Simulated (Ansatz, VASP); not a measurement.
# Two plane-wave programs on HgTe

```
Hg Te
1.0
     0.00000    3.18235    3.21450
     3.18235    0.00000    3.21450
     3.18235    3.18235    0.00000
Hg Te
1 1
Direct
  0.00000 0.00000 0.00000
  0.75000 0.75000 0.75000
```

Alike in both runs: task single point; functional PBE; k mesh 6 × 6 × 6; occupations fermi-dirac, width 0.05 eV; no spin polarisation.

|  | VASP | Ansatz |
| --- | --- | --- |
| version | VASP 6.6.1 | Ansatz 0.2.0 |
| potentials or method | VASP PAW PBE potentials, release 64 (Hg, Te) | Ansatz PAW |
| plane-wave cutoff (eV) | 520 | 420 |
| valence electrons in the cell | 18 | 36 |

```csv
,VASP,Ansatz,Ansatz less VASP
gap on the k mesh at the Fermi level (eV),none,none,-
pressure (GPa),5.9,5.8,-0.09
"traceless stress, the component that is largest in VASP (GPa)",-0.07,-0.07,+0.001
```

A gap of «none» marks a metal or a gap that the smearing closes. VASP's potentials hold 18 valence electrons a cell and Ansatz's 36, so a difference there can come from the potentials and not from the codes.

Spin-orbit coupling is off throughout.
